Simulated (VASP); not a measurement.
# SnO2 (P4_2/mnm) in VASP: notebook

SnO2 is run at these levels: r2SCAN+rVV10; tasks: single point.

All numbers are computed with VASP 6.6.1; they aren't measurements. Logs are shortened: lines on timing, memory, paths and dates and some standing lists are left out, and cuts for length are marked.

## (1) The cell of the first run

It takes space group P4_2/mnm (No. 136, tetragonal). Conventional cell: a = 4.743 Å, b = 4.743 Å, c = 3.198 Å, α = 90.00°, β = 90.00°, γ = 90.00°. Sn (site symmetry mmm) has 6 O at 2.05 to 2.06 Å within 2.7 Å. Within 2.7 Å of O (site symmetry m2m) lie 3 Sn at 2.05 to 2.06 Å and 1 O at 2.61 Å.

## (2) Single point, r2SCAN+rVV10

POSCAR

```
SnO2
1.0
    4.7432585181      0.0000000000      0.0000000000
    0.0000000000      4.7432585181      0.0000000000
    0.0000000000      0.0000000000      3.1977930519
Sn O
2 4
Direct
    0.0000000000      0.0000000000      0.0000000000
    0.5000000000      0.5000000000      0.5000000000
    0.3057477547      0.3057477547      0.0000000000
    0.6942522453      0.6942522453      0.0000000000
    0.1942522453      0.8057477547      0.5000000000
    0.8057477547      0.1942522453      0.5000000000
```

INCAR.step1

```
ALGO     = Normal         # electronic algorithm
EDIFF    = 1E-5           # SCF threshold, eV
ENCUT    = 660            # plane-wave cutoff, eV
GGA      = PE             # functional
GGA_COMPAT= F            
ISMEAR   = 0              # smearing method
LASPH    = T              # aspherical terms in the spheres
LCHARG   = F              # write CHGCAR
LREAL    = F              # projectors in reciprocal space
LWAVE    = T              # write WAVECAR
NBANDS   = 35             # bands
NELM     = 120            # most SCF steps
PREC     = Accurate       # precision mode
SIGMA    = 0.02           # smearing width, eV
```

INCAR.step2

```
ALGO     = Normal         # electronic algorithm
BPARAM   = 11.95        
CPARAM   = 0.0093       
EDIFF    = 1E-6           # SCF threshold, eV
ENCUT    = 660            # plane-wave cutoff, eV
GGA_COMPAT= F            
ISIF     = 2              # what is computed and relaxed
ISMEAR   = 0              # smearing method
ISTART   = 1            
IVDW_NL  = 2            
LASPH    = T              # aspherical terms in the spheres
LCHARG   = F              # write CHGCAR
LMIXTAU  = T            
LREAL    = F              # projectors in reciprocal space
LUSE_VDW = T            
LWAVE    = F              # write WAVECAR
METAGGA  = R2SCAN         # meta-GGA
NBANDS   = 35             # bands
NELM     = 120            # most SCF steps
PREC     = Accurate       # precision mode
SIGMA    = 0.02           # smearing width, eV
```

KPOINTS

```
k-points
0
Gamma
  6 6 8
```

Potentials or basis: VASP PAW PBE potentials, release 64 (Sn_d, O).

Run with:

```console
cat potpaw_PBE.64/Sn_d/POTCAR potpaw_PBE.64/O/POTCAR > POTCAR
cp INCAR.step1 INCAR
mpirun -np 1 vasp_std > vasp.out
cp INCAR.step2 INCAR
mpirun -np 1 vasp_std > vasp.out
```

OUTCAR:

```text
BPARAM = 11.95
   EDIFF = 1E-6
   ENCUT = 660
   ISIF = 2
   ISMEAR = 0
   ISTART = 1
   IVDW_NL = 2
   LASPH = T
   LREAL = F
   METAGGA = R2SCAN
   NELM = 120
   PREC = Accurate

 ion  position               nearest neighbor table
   1  0.000  0.000  0.000-   3 2.05   4 2.05   5 2.06   6 2.06   5 2.06   6 2.06   2 3.72   2 3.72
                             2 3.72   2 3.72   2 3.72   2 3.72   2 3.72   2 3.72
   2  0.500  0.500  0.500-   5 2.05   6 2.05   3 2.06   4 2.06   3 2.06   4 2.06   1 3.72   1 3.72
                             1 3.72   1 3.72   1 3.72   1 3.72   1 3.72   1 3.72
   3  0.306  0.306  0.000-   1 2.05   2 2.06   2 2.06
   4  0.694  0.694  0.000-   1 2.05   2 2.06   2 2.06
   5  0.194  0.806  0.500-   2 2.05   1 2.06   1 2.06
   6  0.806  0.194  0.500-   2 2.05   1 2.06   1 2.06

  LATTYP: Found a simple tetragonal cell.
 ALAT       =     4.7432585181
 C/A-ratio  =     0.6741764211

  Lattice vectors:

 A1 = (   4.7432585181,   0.0000000000,   0.0000000000)
 A2 = (   0.0000000000,   4.7432585181,   0.0000000000)
 A3 = (   0.0000000000,   0.0000000000,   3.1977930519)

Analysis of symmetry for initial positions (statically):
=====================================================================
 Subroutine PRICEL returns:
 Original cell was already a primitive cell.

 Routine SETGRP: Setting up the symmetry group for a
 simple tetragonal supercell.

 Subroutine GETGRP returns: Found 16 space group operations
 (whereof  8 operations were pure point group operations)
 out of a pool of 16 trial point group operations.

The static configuration has the point symmetry D_2h.
 The point group associated with its full space group is D_4h.

Analysis of symmetry for dynamics (positions and initial velocities):
=====================================================================
 Subroutine PRICEL returns:
 Original cell was already a primitive cell.

 Routine SETGRP: Setting up the symmetry group for a
 simple tetragonal supercell.

 Subroutine GETGRP returns: Found 16 space group operations
 (whereof  8 operations were pure point group operations)
 out of a pool of 16 trial point group operations.

The dynamic configuration has the point symmetry D_2h.
 The point group associated with its full space group is D_4h.

 Subroutine INISYM returns: Found 16 space group operations
 (whereof  8 operations are pure point group operations),
 and found     1 'primitive' translations
[... 105 lines left out ...]
   EDIFFG = 0.1E-04   stopping-criterion for IOM
   NSW    =      0    number of steps for IOM
   IBRION =     -1    ionic relax: 0-MD 1-quasi-New 2-CG
   NFREE  =      0    steps in history (QN), initial steepest desc. (CG)
   ISIF   =      2    stress and relaxation
   ISYM   =      2    0-nonsym 1-usesym 2-fastsym
   POTIM  = 0.5000    time-step for ionic-motion
   TEBEG  =    0.0;   TEEND  =   0.0 temperature during run
   PSTRESS=    0.0 pullay stress
   NELECT =      52.0000    total number of electrons
   NUPDOWN=      -1.0000    fix difference up-down
   EMIN   =  10.00;   EMAX   =-10.00  energy-range for DOS
   EFERMI =   0.00;   METHOD = LEGACY
   ISMEAR =     0;   SIGMA  =   0.02  broadening in eV -4-tet -1-fermi 0-gaus
   EFERMI_NEDOS =   21; number of points for ismear=-14 and -15
   IALGO  =     38    algorithm
   IMIX   =      4    mixing-type and parameters
     AMIX     =   0.40;   BMIX     =  1.00
     AMIX_MAG =   1.60;   BMIX_MAG =  1.00
  volume/ion in A,a.u.               =      11.99        80.92
  Fermi-wavevector in a.u.,A,eV,Ry     =   1.469179  2.776345 29.367987  2.158486
  Thomas-Fermi vector in A             =   2.584587
   LORBIT       =      0    0 simple, 1 ext, 2 COOP (PROOUT), +10 PAW based schemes
   METAGGA = R2SCAN    functional components
   LHFCALC =     F    Hartree Fock is set to
   AEXX    =    0.0000 exact exchange contribution
   IVDW_NL    =     2    kernel type
   BPARAM     =11.9500
   IVDW    =     0    specifies the selected vdW correction
   LEPSILON=     F    determine dielectric tensor
   LRPA    =     F    only Hartree local field effects (RPA)
 non-spin polarized calculation
 Gauss-broadening in eV      SIGMA  =   0.02
  energy-cutoff  :      660.00
  volume of cell :       71.95
 maximum number of plane-waves:      2812
 NGX is ok and might be reduce to    40
   NGX = 19   NGY = 19   NGZ = 13

 number of electron      52.0000002 magnetization

 Free energy of the ion-electron system (eV)
  ---------------------------------------------------
  ext. energy  EPLUGINS =         0.00000000
  ---------------------------------------------------
  free energy    TOTEN  =       -83.30339294 eV

  energy without entropy =      -83.30339294  energy(sigma->0) =      -83.30339294

 E-fermi :   5.8245     XC(G=0): -12.0809

 val. band max:        5.6337117046   @ k =   0.0000   0.0000   0.0000
 cond. band min:       7.4909482161   @ k =   0.0000   0.0000   0.0000
 fundamental gap:      1.8572365114
 Fermi energy:         5.8244746103

 k-point     1 :       0.0000    0.0000    0.0000
  band No.  band energies     occupation
      1     -16.0964      2.00000
      2     -15.1574      2.00000
      3     -14.8404      2.00000
      4     -14.8404      2.00000
      5     -14.8180      2.00000
      6     -14.7946      2.00000
[... 901 lines left out ...]
     34      18.8478      0.00000
     35      19.2220      0.00000

 [... further k-points ...]

------------------------ aborting loop because EDIFF is reached ----------------------------------------

  FORCE on cell =-STRESS in cart. coord.  units (eV):
  Direction    XX          YY          ZZ          XY          YZ          ZX
  --------------------------------------------------------------------------------------
  -------------------------------------------------------------------------------------
  Total        0.4710350      0.4710350      0.7283758     -0.0000000      0.0000000      0.0000000
  in kB       10.4896213     10.4896213     16.2204226     -0.0000000      0.0000000      0.0000000
  external PRESSURE =      12.3998884 kB  Pullay stress =       0.0000000 kB

 VOLUME and BASIS-vectors are now :
 -----------------------------------------------------------------------------
  energy-cutoff  :      660.00
  volume of cell :       71.95
      direct lattice vectors                 reciprocal lattice vectors
     4.743258518  0.000000000  0.000000000     0.210825532  0.000000000  0.000000000
     0.000000000  4.743258518  0.000000000     0.000000000  0.210825532  0.000000000
     0.000000000  0.000000000  3.197793052     0.000000000  0.000000000  0.312715671

 POSITION                                       TOTAL-FORCE (eV/Angst)
 -----------------------------------------------------------------------------------
      0.00000      0.00000      0.00000         0.000000      0.000000      0.000000
      2.37163      2.37163      1.59890         0.000000      0.000000      0.000000
      1.45024      1.45024      0.00000        -0.020205     -0.020205      0.000000
      3.29302      3.29302      0.00000         0.020205      0.020205     -0.000000
      0.92139      3.82187      1.59890         0.020205     -0.020205      0.000000
      3.82187      0.92139      1.59890        -0.020205      0.020205     -0.000000
 -----------------------------------------------------------------------------------
    total drift:                               -0.000000      0.000000     -0.000000

  FREE ENERGIE OF THE ION-ELECTRON SYSTEM (eV)
  ---------------------------------------------------
  free  energy   TOTEN  =       -83.3033929377 eV

  energy  without entropy=      -83.3033929377  energy(sigma->0) =      -83.30339294
```

OUTCAR.step1:

```text
EDIFF = 1E-5
   ENCUT = 660
   GGA = PE
   ISMEAR = 0
[... 1154 lines left out ...]
      1.45024      1.45024      0.00000        -0.028083     -0.028083      0.000000
      3.29302      3.29302      0.00000         0.028083      0.028083     -0.000000
      0.92139      3.82187      1.59890         0.028083     -0.028083      0.000000
      3.82187      0.92139      1.59890        -0.028083      0.028083     -0.000000
 -----------------------------------------------------------------------------------
    total drift:                               -0.000000      0.000000     -0.000000

  FREE ENERGIE OF THE ION-ELECTRON SYSTEM (eV)
  ---------------------------------------------------
  free  energy   TOTEN  =       -37.2147161182 eV

  energy  without entropy=      -37.2147161182  energy(sigma->0) =      -37.21471612
```

OSZICAR.step1:

```text
N       E                     dE             d eps       ncg     rms          rms(c)
DAV:   1     0.696133722497E+03    0.69613E+03   -0.29401E+04  3878   0.269E+03
DAV:   2     0.704027465981E+02   -0.62573E+03   -0.58980E+03  3748   0.675E+02
DAV:   3    -0.373822395245E+02   -0.10778E+03   -0.10536E+03  3763   0.226E+02
DAV:   4    -0.432957981076E+02   -0.59136E+01   -0.58652E+01  4411   0.556E+01
DAV:   5    -0.434434370109E+02   -0.14764E+00   -0.14742E+00  4310   0.931E+00    0.161E+01
DAV:   6    -0.371309177132E+02    0.63125E+01   -0.17484E+01  5579   0.640E+01    0.625E+00
DAV:   7    -0.372443864924E+02   -0.11347E+00   -0.20504E+00  4082   0.796E+00    0.323E+00
DAV:   8    -0.372211093151E+02    0.23277E-01   -0.16889E-01  5110   0.425E+00    0.749E-01
DAV:   9    -0.372139255713E+02    0.71837E-02   -0.35034E-02  5780   0.303E+00    0.132E-01
DAV:  10    -0.372145950444E+02   -0.66947E-03   -0.38461E-03  4373   0.473E-01    0.556E-02
DAV:  11    -0.372147165367E+02   -0.12149E-03   -0.19558E-04  4602   0.102E-01    0.145E-02
DAV:  12    -0.372147161182E+02    0.41849E-06   -0.88364E-06  2849   0.253E-02
   1 F= -.37214716E+02 E0= -.37214716E+02  d E =-.810913E-34
```

Run time: 12 min. Hardware: 1 thread of Oxide Virtual Turin-like, shared host; peak memory 0.45 GiB.

What came out:

| Property | Result |
| --- | --- |
| Free energy | -83.3034 eV |
| Pressure | 1.2 GPa |
| Largest force | 0.029 eV/Å |
| Band gap on the k mesh | 1.86 eV |

Forces on the atoms (eV/Å):
```
Sn   0.000  0.000  0.000
Sn   0.000  0.000  0.000
O   -0.020 -0.020  0.000
O    0.020  0.020  0.000
O    0.020 -0.020  0.000
O   -0.020  0.020  0.000
```

Stress tensor (GPa, compression positive):
```
1.05 0.00 0.00
0.00 1.05 0.00
0.00 0.00 1.62
```

Levels at points of the mesh, in eV from the valence-band top:
| k point | band 22 | band 23 | band 24 | band 25 | band 26 | band 27 | band 28 | band 29 | band 30 | band 31 |
| --- | --- | --- | --- | --- | --- | --- | --- | --- | --- | --- |
| (0.00, 0.00, 0.00) | -1.22 | -1.22 | -0.78 | -0.78 | 0.00 | 1.86 | 6.85 | 7.03 | 7.03 | 11.05 |
| (0.50, 0.00, 0.00) | -1.99 | -1.17 | -1.17 | -0.63 | -0.63 | 5.08 | 5.08 | 7.79 | 7.79 | 11.97 |
| (0.50, 0.50, 0.00) | -2.00 | -1.30 | -1.30 | -0.93 | -0.93 | 5.52 | 5.52 | 8.22 | 8.22 | 12.00 |
| (0.00, 0.00, 0.50) | -2.61 | -1.70 | -1.70 | -1.28 | -1.28 | 6.96 | 6.96 | 10.53 | 10.53 | 11.54 |
| (0.50, 0.00, 0.50) | -1.75 | -1.13 | -1.13 | -0.68 | -0.68 | 7.25 | 7.25 | 8.89 | 8.89 | 11.95 |
| (0.50, 0.50, 0.50) | -2.34 | -0.96 | -0.96 | -0.86 | -0.86 | 5.59 | 5.59 | 9.62 | 9.62 | 11.92 |

Caveat: the PAW data sets were made with another functional, which shifts forces and pressure a little; spin-orbit coupling is left out, which moves the levels of the heavy elements.

## (3) Single point, r2SCAN+rVV10

POSCAR is that of step 2.

INCAR.step1

```
SYSTEM = SnO2
ALGO = Normal ; EDIFF = 1E-5
ENCUT = 660 ; GGA = PE
GGA_COMPAT = .FALSE. ; ISMEAR = 0
LASPH = .TRUE. ; LCHARG = .FALSE.
LREAL = .FALSE. ; LWAVE = .TRUE.
NBANDS = 35 ; NELM = 120
PREC = Accurate ; SIGMA = 0.02
```

INCAR.step2

```
SYSTEM = SnO2
ALGO = Normal ; BPARAM = 11.95
CPARAM = 0.0093 ; EDIFF = 1E-6
ENCUT = 660 ; GGA_COMPAT = .FALSE.
ISIF = 2 ; ISMEAR = 0
ISTART = 1 ; IVDW_NL = 2
LASPH = .TRUE. ; LCHARG = .TRUE.
LELF = .TRUE. ; LMIXTAU = .TRUE.
LREAL = .FALSE. ; LUSE_VDW = .TRUE.
LVHAR = .TRUE. ; LWAVE = .FALSE.
METAGGA = R2SCAN ; NBANDS = 35
NELM = 120 ; PREC = Accurate
SIGMA = 0.02
```

KPOINTS

```
k-points
0
G
  6 6 8
  0 0 0
```

Potentials or basis: VASP PAW PBE potentials, release 64 (Sn_d, O).

Run with:

```console
cat potpaw_PBE.64/Sn_d/POTCAR potpaw_PBE.64/O/POTCAR > POTCAR
cp INCAR.step1 INCAR
mpirun -np 1 vasp_std > vasp.out
cp INCAR.step2 INCAR
mpirun -np 1 vasp_std > vasp.out
```

OUTCAR:

```text
SYSTEM = SnO2
   BPARAM = 11.95
   EDIFF = 1E-6
   ENCUT = 660
   ISIF = 2
   ISMEAR = 0
   ISTART = 1
   IVDW_NL = 2
   LASPH = .TRUE.
   LREAL = .FALSE.
   METAGGA = R2SCAN
   NELM = 120
   PREC = Accurate

 ion  position               nearest neighbor table
   1  0.000  0.000  0.000-   3 2.05   4 2.05   5 2.06   6 2.06   5 2.06   6 2.06   2 3.72   2 3.72
                             2 3.72   2 3.72   2 3.72   2 3.72   2 3.72   2 3.72
   2  0.500  0.500  0.500-   5 2.05   6 2.05   3 2.06   4 2.06   3 2.06   4 2.06   1 3.72   1 3.72
                             1 3.72   1 3.72   1 3.72   1 3.72   1 3.72   1 3.72
   3  0.306  0.306  0.000-   1 2.05   2 2.06   2 2.06
   4  0.694  0.694  0.000-   1 2.05   2 2.06   2 2.06
   5  0.194  0.806  0.500-   2 2.05   1 2.06   1 2.06
   6  0.806  0.194  0.500-   2 2.05   1 2.06   1 2.06

  LATTYP: Found a simple tetragonal cell.
 ALAT       =     4.7432585181
 C/A-ratio  =     0.6741764211

  Lattice vectors:

 A1 = (   4.7432585181,   0.0000000000,   0.0000000000)
 A2 = (   0.0000000000,   4.7432585181,   0.0000000000)
 A3 = (   0.0000000000,   0.0000000000,   3.1977930519)
[... 190 lines left out ...]
 val. band max:        5.6337117046   @ k =   0.0000   0.0000   0.0000
 cond. band min:       7.4909482161   @ k =   0.0000   0.0000   0.0000
 fundamental gap:      1.8572365114
 Fermi energy:         5.8244746103

 k-point     1 :       0.0000    0.0000    0.0000
  band No.  band energies     occupation
      1     -16.0964      2.00000
      2     -15.1574      2.00000
      3     -14.8404      2.00000
      4     -14.8404      2.00000
      5     -14.8180      2.00000
      6     -14.7946      2.00000
[... 901 lines left out ...]
     34      18.8478      0.00000
     35      19.2220      0.00000

 [... further k-points ...]

------------------------ aborting loop because EDIFF is reached ----------------------------------------

  FORCE on cell =-STRESS in cart. coord.  units (eV):
  Direction    XX          YY          ZZ          XY          YZ          ZX
  --------------------------------------------------------------------------------------
  -------------------------------------------------------------------------------------
  Total        0.4710350      0.4710350      0.7283758     -0.0000000      0.0000000      0.0000000
  in kB       10.4896213     10.4896213     16.2204226     -0.0000000      0.0000000      0.0000000
  external PRESSURE =      12.3998884 kB  Pullay stress =       0.0000000 kB

 VOLUME and BASIS-vectors are now :
 -----------------------------------------------------------------------------
  energy-cutoff  :      660.00
  volume of cell :       71.95
      direct lattice vectors                 reciprocal lattice vectors
     4.743258518  0.000000000  0.000000000     0.210825532  0.000000000  0.000000000
     0.000000000  4.743258518  0.000000000     0.000000000  0.210825532  0.000000000
     0.000000000  0.000000000  3.197793052     0.000000000  0.000000000  0.312715671

 POSITION                                       TOTAL-FORCE (eV/Angst)
 -----------------------------------------------------------------------------------
      0.00000      0.00000      0.00000         0.000000      0.000000      0.000000
      2.37163      2.37163      1.59890         0.000000      0.000000      0.000000
      1.45024      1.45024      0.00000        -0.020205     -0.020205      0.000000
      3.29302      3.29302      0.00000         0.020205      0.020205     -0.000000
      0.92139      3.82187      1.59890         0.020205     -0.020205      0.000000
      3.82187      0.92139      1.59890        -0.020205      0.020205     -0.000000
 -----------------------------------------------------------------------------------
    total drift:                               -0.000000      0.000000     -0.000000

  FREE ENERGIE OF THE ION-ELECTRON SYSTEM (eV)
  ---------------------------------------------------
  free  energy   TOTEN  =       -83.3033929377 eV

  energy  without entropy=      -83.3033929377  energy(sigma->0) =      -83.30339294
```

OSZICAR.step1:

```text
N       E                     dE             d eps       ncg     rms          rms(c)
DAV:   1     0.696133722497E+03    0.69613E+03   -0.29401E+04  3878   0.269E+03
DAV:   2     0.704027465981E+02   -0.62573E+03   -0.58980E+03  3748   0.675E+02
DAV:   3    -0.373822395245E+02   -0.10778E+03   -0.10536E+03  3763   0.226E+02
DAV:   4    -0.432957981076E+02   -0.59136E+01   -0.58652E+01  4411   0.556E+01
DAV:   5    -0.434434370109E+02   -0.14764E+00   -0.14742E+00  4310   0.931E+00    0.161E+01
DAV:   6    -0.371309177132E+02    0.63125E+01   -0.17484E+01  5579   0.640E+01    0.625E+00
DAV:   7    -0.372443864924E+02   -0.11347E+00   -0.20504E+00  4082   0.796E+00    0.323E+00
DAV:   8    -0.372211093151E+02    0.23277E-01   -0.16889E-01  5110   0.425E+00    0.749E-01
DAV:   9    -0.372139255713E+02    0.71837E-02   -0.35034E-02  5780   0.303E+00    0.132E-01
DAV:  10    -0.372145950444E+02   -0.66947E-03   -0.38461E-03  4373   0.473E-01    0.556E-02
DAV:  11    -0.372147165367E+02   -0.12149E-03   -0.19558E-04  4602   0.102E-01    0.145E-02
DAV:  12    -0.372147161182E+02    0.41849E-06   -0.88364E-06  2849   0.253E-02
   1 F= -.37214716E+02 E0= -.37214716E+02  d E =-.810913E-34
```

Wall time 14 min (1 thread of Oxide Virtual Turin-like, shared host); peak memory 0.44 GiB.

What came out:

* Free energy: -83.3034 eV
* Pressure: 1.2 GPa
* Largest force: 0.029 eV/Å
* Band gap on the k mesh: 1.86 eV

Forces in eV/Å, atoms in the order of the input:
```
Sn   0.000  0.000  0.000
Sn   0.000  0.000  0.000
O   -0.020 -0.020  0.000
O    0.020  0.020  0.000
O    0.020 -0.020  0.000
O   -0.020  0.020  0.000
```

Stress tensor (GPa, compression positive):
```
1.05 0.00 0.00
0.00 1.05 0.00
0.00 0.00 1.62
```

Levels at points of the mesh, in eV from the valence-band top:
```csv
k point,band 24,band 25,band 26,band 27,band 28,band 29
"(0.00, 0.00, 0.00)",-0.78,-0.78,0.00,1.86,6.85,7.03
"(0.50, 0.00, 0.00)",-1.17,-0.63,-0.63,5.08,5.08,7.79
"(0.50, 0.50, 0.00)",-1.30,-0.93,-0.93,5.52,5.52,8.22
"(0.00, 0.00, 0.50)",-1.70,-1.28,-1.28,6.96,6.96,10.53
"(0.50, 0.00, 0.50)",-1.13,-0.68,-0.68,7.25,7.25,8.89
"(0.50, 0.50, 0.50)",-0.96,-0.86,-0.86,5.59,5.59,9.62
```

Caveat: the PAW data sets were made with another functional, which shifts forces and pressure a little; spin-orbit coupling is left out, which moves the levels of the heavy elements.
